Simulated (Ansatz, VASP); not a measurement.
CuI: VASP beside Ansatz

```
I Cu
1.0
     0.00000    2.99053    2.99053
     2.99053    0.00000    2.99053
     2.99053    2.99053    0.00000
I Cu
1 1
Cartesian
  0.0000 0.0000 0.0000
  4.4858 4.4858 4.4858
```

Alike in both runs: task single point; functional RPBE; k mesh 8 × 8 × 8; occupations fermi-dirac, width 0.05 eV; no spin polarisation.

|  | VASP | Ansatz |
| --- | --- | --- |
| version | VASP 6.6.1 | Ansatz 0.2.0 |
| potentials or method | VASP PAW PBE potentials, release 64 (I, Cu) | Ansatz PAW |
| plane-wave cutoff (eV) | 520 | 420 |
| valence electrons in the cell | 18 | 36 |

VASP gave:

| Quantity | Value |
| --- | --- |
| gap on the k mesh at the Fermi level (eV) | 1.39 |
| least direct gap on the mesh (eV) | 1.39 |
| pressure (GPa) | 4.3 |

What did Ansatz give for the same quantities?

gap on the k mesh at the Fermi level (eV): 1.37; least direct gap on the mesh (eV): 1.37; pressure (GPa): 4.3.

VASP's potentials were made for PBE, not for RPBE. VASP's potentials hold 18 valence electrons a cell and Ansatz's 36, so a difference there can come from the potentials and not from the codes.

Neither program's run includes spin-orbit coupling.
